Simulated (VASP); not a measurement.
# FePt (P4/mmm) in VASP: single point with PBE

Aim: the single point of FePt with PBE.

Everything below comes from runs of VASP 6.6.1. Logs are shortened: lines on timing, memory, paths and dates and some standing lists are left out, and cuts for length are marked.

**1. The cell of the first run**

The structure is tetragonal, space group P4/mmm (No. 123). Conventional cell: a = 2.724 Å, b = 2.724 Å, c = 3.720 Å, α = 90.00°, β = 90.00°, γ = 90.00°. Within 3.5 Å of Fe (site symmetry 4/mmm) lie 8 Pt at 2.68 Å and 4 Fe at 2.72 Å. Within 3.5 Å of Pt (site symmetry 4/mmm) lie 8 Fe at 2.68 Å and 4 Pt at 2.72 Å.

**2. Single point, PBE, collinear spin, ferromagnetic start**

Contents of INCAR:

```
PREC     = Accurate       # precision mode
ENCUT    = 520            # plane-wave cutoff, eV
EDIFF    = 1E-6           # SCF threshold, eV
ISMEAR   = -1             # smearing method
SIGMA    = 0.1            # smearing width, eV
LREAL    = F              # projectors in reciprocal space
LASPH    = T              # aspherical terms in the spheres
NELM     = 150            # most SCF steps
ALGO     = Normal         # electronic algorithm
ISIF     = 2              # what is computed and relaxed
LWAVE    = F              # write WAVECAR
LCHARG   = T              # write CHGCAR
ISPIN    = 2              # spin polarisation
MAGMOM   = 3.75 0.77      # initial moments
LORBIT   = 11             # projections on sites
NUPDOWN  = 4.2            # fixed moment
LMAXMIX  = 4              # l up to which the mixer works
GGA      = PE             # functional
LELF     = T              # ELF
LVHAR    = T            
NBANDS   = 20             # bands
```

Contents of KPOINTS:

```
regular mesh
0
Gamma
  12 12 9
```

Contents of POSCAR:

```
FePt
1.0
    2.7235000000      0.0000000000      0.0000000000
    0.0000000000      2.7235000000      0.0000000000
    0.0000000000      0.0000000000      3.7200000000
Fe Pt
1 1
Direct
    0.0000000000      0.0000000000      0.0000000000
    0.5000000000      0.5000000000      0.5000000000
```

Potentials or basis: VASP PAW PBE potentials, release 64 (Fe, Pt).

Command:

```
$ cat potpaw_PBE.64/Fe/POTCAR potpaw_PBE.64/Pt/POTCAR > POTCAR
$ mpirun -np 1 vasp_std > vasp.out
```

OUTCAR:

```text
PREC = Accurate
   ENCUT = 520
   EDIFF = 1E-6
   ISMEAR = -1
   LREAL = F
   LASPH = T
   NELM = 150
   ISIF = 2
   ISPIN = 2
   LORBIT = 11
   NUPDOWN = 4.2
   GGA = PE

 ion  position               nearest neighbor table
   1  0.000  0.000  0.000-   2 2.68   2 2.68   2 2.68   2 2.68   2 2.68   2 2.68   2 2.68   2 2.68

   2  0.500  0.500  0.500-   1 2.68   1 2.68   1 2.68   1 2.68   1 2.68   1 2.68   1 2.68   1 2.68

  LATTYP: Found a simple tetragonal cell.
 ALAT       =     2.7235000000
 C/A-ratio  =     1.3658894804

  Lattice vectors:

 A1 = (   2.7235000000,   0.0000000000,   0.0000000000)
 A2 = (   0.0000000000,   2.7235000000,   0.0000000000)
 A3 = (   0.0000000000,   0.0000000000,   3.7200000000)

Analysis of symmetry for initial positions (statically):
=====================================================================
 Subroutine PRICEL returns:
 Original cell was already a primitive cell.

 Routine SETGRP: Setting up the symmetry group for a
 simple tetragonal supercell.

 Subroutine GETGRP returns: Found 16 space group operations
 (whereof 16 operations were pure point group operations)
 out of a pool of 16 trial point group operations.

The static configuration has the point symmetry D_4h.

Analysis of symmetry for dynamics (positions and initial velocities):
=====================================================================
 Subroutine PRICEL returns:
 Original cell was already a primitive cell.

 Routine SETGRP: Setting up the symmetry group for a
 simple tetragonal supercell.

 Subroutine GETGRP returns: Found 16 space group operations
 (whereof 16 operations were pure point group operations)
 out of a pool of 16 trial point group operations.

The dynamic configuration has the point symmetry D_4h.

Analysis of structural, dynamic, and magnetic symmetry:
=====================================================================
 Subroutine PRICEL returns:
 Original cell was already a primitive cell.

 Routine SETGRP: Setting up the symmetry group for a
 simple tetragonal supercell.

 Subroutine GETGRP returns: Found 16 space group operations
 (whereof 16 operations were pure point group operations)
 out of a pool of 16 trial point group operations.

The overall configuration has the point symmetry D_4h.

 Subroutine INISYM returns: Found 16 space group operations
 (whereof 16 operations are pure point group operations),
 and found     1 'primitive' translations

----------------------------------------------------------------------------------------

                                     Primitive cell

  volume of cell :      27.5929

  direct lattice vectors                    reciprocal lattice vectors
     2.723500000  0.000000000  0.000000000     0.367174592  0.000000000  0.000000000
     0.000000000  2.723500000  0.000000000     0.000000000  0.367174592  0.000000000
     0.000000000  0.000000000  3.720000000     0.000000000  0.000000000  0.268817204

  length of vectors
     2.723500000  2.723500000  3.720000000     0.367174592  0.367174592  0.268817204

  position of ions in fractional coordinates (direct lattice)
     0.000000000  0.000000000  0.000000000
     0.500000000  0.500000000  0.500000000

  ion indices of the primitive-cell ions
   primitive index   ion index
                 1           1
                 2           2

----------------------------------------------------------------------------------------

 KPOINTS: regular mesh

Automatic generation of k-mesh.
 Grid dimensions read from file:
 generate k-points for:   12   12    9

 Generating k-lattice:

  Cartesian coordinates                     Fractional coordinates (reciprocal lattice)
     0.030597883  0.000000000  0.000000000     0.083333333  0.000000000  0.000000000
     0.000000000  0.030597883  0.000000000     0.000000000  0.083333333  0.000000000
     0.000000000  0.000000000  0.029868578     0.000000000  0.000000000  0.111111111

  Length of vectors
     0.030597883  0.030597883  0.029868578

  Shift w.r.t. Gamma in fractional coordinates (k-lattice)
     0.000000000  0.000000000  0.000000000

 Subroutine IBZKPT returns following result:
 ===========================================

 Found    140 irreducible k-points:

 Following reciprocal coordinates:
            Coordinates               Weight
  0.000000  0.000000  0.000000      1.000000
  0.083333  0.000000  0.000000      4.000000
  0.166667  0.000000  0.000000      4.000000
  0.250000  0.000000  0.000000      4.000000
  0.333333  0.000000  0.000000      4.000000
  0.416667  0.000000  0.000000      4.000000
[... 16 lines left out ...]
  0.333333  0.333333  0.000000      4.000000
  0.416667  0.333333  0.000000      8.000000
 [... further k-points ...]
   k-points           NKPTS =    140   k-points in BZ     NKDIM =    140   number of bands    NBANDS=     20
   number of dos      NEDOS =    301   number of ions     NIONS =      2
   total plane-waves  NPLWV =  11200
   dimension x,y,z NGX =    20 NGY =   20 NGZ =   28
   dimension x,y,z NGXF=    40 NGYF=   40 NGZF=   56
   ions per type =               1   1
   NGX,Y,Z   is equivalent  to a cutoff of  12.21, 12.21, 12.51 a.u.
   NGXF,Y,Z  is equivalent  to a cutoff of  24.42, 24.42, 25.03 a.u.
 SYSTEM =  unknown system
   PREC   = accura    normal or accurate (medium, high low for compatibility)
   ISTART =      0    job   : 0-new  1-cont  2-samecut
   ICHARG =      2    charge: 1-file 2-atom 10-const
   ISPIN  =      2    spin polarized calculation?
   LNONCOLLINEAR =      F non collinear calculations
   LSORBIT =      F    spin-orbit coupling
   LASPH  =      T    aspherical Exc in radial PAW
   ENCUT  =  520.0 eV  38.22 Ry    6.18 a.u.   5.06  5.06  6.92*2*pi/ulx,y,z
   NELM   =    150;   NELMIN=  2; NELMDL= -5     # of ELM steps
   EDIFF  = 0.1E-05   stopping-criterion for ELM
   LREAL  =      F    real-space projection
   EDIFFG = 0.1E-04   stopping-criterion for IOM
   NSW    =      0    number of steps for IOM
   IBRION =     -1    ionic relax: 0-MD 1-quasi-New 2-CG
   NFREE  =      0    steps in history (QN), initial steepest desc. (CG)
   ISIF   =      2    stress and relaxation
   ISYM   =      2    0-nonsym 1-usesym 2-fastsym
   POTIM  = 0.5000    time-step for ionic-motion
   TEBEG  =    0.0;   TEEND  =   0.0 temperature during run
   PSTRESS=    0.0 pullay stress
   NELECT =      18.0000    total number of electrons
   NUPDOWN=       4.2000    fix difference up-down
   EMIN   =  10.00;   EMAX   =-10.00  energy-range for DOS
   EFERMI =   0.00;   METHOD = LEGACY
   ISMEAR =    -1;   SIGMA  =   0.10  broadening in eV -4-tet -1-fermi 0-gaus
   EFERMI_NEDOS =   21; number of points for ismear=-14 and -15
   IALGO  =     38    algorithm
   IMIX   =      4    mixing-type and parameters
     AMIX     =   0.40;   BMIX     =  1.00
     AMIX_MAG =   1.60;   BMIX_MAG =  1.00
  volume/ion in A,a.u.               =      13.80        93.10
  Fermi-wavevector in a.u.,A,eV,Ry     =   1.419819  2.683070 27.427809  2.015887
  Thomas-Fermi vector in A             =   2.540800
   LORBIT       =     11    0 simple, 1 ext, 2 COOP (PROOUT), +10 PAW based schemes
   GGA     = PE    functional components
   LHFCALC =     F    Hartree Fock is set to
   AEXX    =    0.0000 exact exchange contribution
   IVDW    =     0    specifies the selected vdW correction
   LEPSILON=     F    determine dielectric tensor
   LRPA    =     F    only Hartree local field effects (RPA)
 spin polarized calculation
  energy-cutoff  :      520.00
  volume of cell :       27.59
 maximum number of plane-waves:       764
   NGX = 11   NGY = 11   NGZ = 13

 number of electron      17.9999998 magnetization       4.1999624

 Free energy of the ion-electron system (eV)
  ---------------------------------------------------
  ext. energy  EPLUGINS =         0.00000000
  ---------------------------------------------------
  free energy    TOTEN  =       -14.40934174 eV

  energy without entropy =      -14.35475676  energy(sigma->0) =      -14.38204925

 E-fermi :   8.3230     XC(G=0): -13.0628

 val. band max:       10.3415897858   @ k =   0.3333   0.0000   0.3333
 cond. band min:       8.3266584085   @ k =   0.4167   0.0833   0.3333
 fundamental gap:     -2.0149313773
 Fermi energy:        10.3740211684

 spin component 1

 k-point     1 :       0.0000    0.0000    0.0000
  band No.  band energies     occupation
      1      -0.9804      1.00000
      2       2.1907      1.00000
      3       2.4520      1.00000
      4       4.9853      1.00000
      5       4.9853      1.00000
      6       5.2917      1.00000
[... 12 lines left out ...]
     19      30.1521      0.00000
     20      30.1521      0.00000
[... 507 lines left out ...]
 k-point    24 :       0.4167    0.3333    0.0000
  band No.  band energies     occupation
      1       2.2872      1.00000
      2       2.8772      1.00000
      3       3.0915      1.00000
      4       3.2760      1.00000
      5       5.9937      1.00000
      6       6.5785      1.00000
[... 12 lines left out ...]
     19      29.3694      0.00000
     20      29.4606      0.00000

 [... further k-points ...]

 spin component 2

 k-point     1 :       0.0000    0.0000    0.0000
  band No.  band energies     occupation
      1      -0.6043      1.00000
      2       3.0919      1.00000
      3       3.1621      1.00000
      4       6.4911      1.00000
      5       6.4911      1.00000
      6       7.9253      0.98160
[... 12 lines left out ...]
     19      30.4810      0.00000
     20      30.4810      0.00000
[... 507 lines left out ...]
 k-point    24 :       0.4167    0.3333    0.0000
  band No.  band energies     occupation
      1       2.9847      1.00000
      2       3.9930      1.00000
      3       4.1163      1.00000
      4       4.4144      1.00000
      5       7.0673      1.00000
      6       8.2805      0.60465
[... 12 lines left out ...]
     19      29.9838      0.00000
     20      30.0756      0.00000

 [... further k-points ...]

------------------------ aborting loop because EDIFF is reached ----------------------------------------

  FORCE on cell =-STRESS in cart. coord.  units (eV):
  Direction    XX          YY          ZZ          XY          YZ          ZX
  --------------------------------------------------------------------------------------
  -------------------------------------------------------------------------------------
  Total        2.3516251      2.3516251      1.4096166      0.0000000      0.0000000      0.0000000
  in kB      136.5466255    136.5466255     81.8490971      0.0000000      0.0000000      0.0000000
  external PRESSURE =     118.3141160 kB  Pullay stress =       0.0000000 kB

 VOLUME and BASIS-vectors are now :
 -----------------------------------------------------------------------------
  energy-cutoff  :      520.00
  volume of cell :       27.59
      direct lattice vectors                 reciprocal lattice vectors
     2.723500000  0.000000000  0.000000000     0.367174592  0.000000000  0.000000000
     0.000000000  2.723500000  0.000000000     0.000000000  0.367174592  0.000000000
     0.000000000  0.000000000  3.720000000     0.000000000  0.000000000  0.268817204

 POSITION                                       TOTAL-FORCE (eV/Angst)
 -----------------------------------------------------------------------------------
      0.00000      0.00000      0.00000         0.000000      0.000000      0.000000
      1.36175      1.36175      1.86000         0.000000      0.000000      0.000000
 -----------------------------------------------------------------------------------
    total drift:                               -0.000000      0.000000      0.000000

  FREE ENERGIE OF THE ION-ELECTRON SYSTEM (eV)
  ---------------------------------------------------
  free  energy   TOTEN  =       -14.4093417381 eV

  energy  without entropy=      -14.3547567550  energy(sigma->0) =      -14.38204925

 total charge

# of ion       s       p       d       tot
------------------------------------------
    1        0.432   0.486   6.026   6.943
    2        0.730   0.697   8.036   9.463
--------------------------------------------------
tot          1.162   1.183  14.062  16.406

 magnetization (x)

# of ion       s       p       d       tot
------------------------------------------
    1        0.029   0.042   3.310   3.381
    2        0.002   0.022   0.691   0.715
--------------------------------------------------
tot          0.031   0.064   4.001   4.096
```

It took 1.9 min on 1 thread of Intel Xeon Platinum 8259CL at 2.50GHz (Skylake/Cascade Lake), shared host; peak memory 0.24 GiB.

Results:

* Free energy: -14.4093 eV
* Pressure: 11.8 GPa
* Net moment: 4.20 μB per cell
* Site moments: Fe +3.38; Pt +0.71 μB
* Valence electrons inside the program's atomic spheres: Fe 6.94; Pt 9.46

Caveat: the cell stands under pressure; spin-orbit coupling is left out, which moves the levels of the heavy elements; the total moment is fixed, so each spin has its own Fermi level.
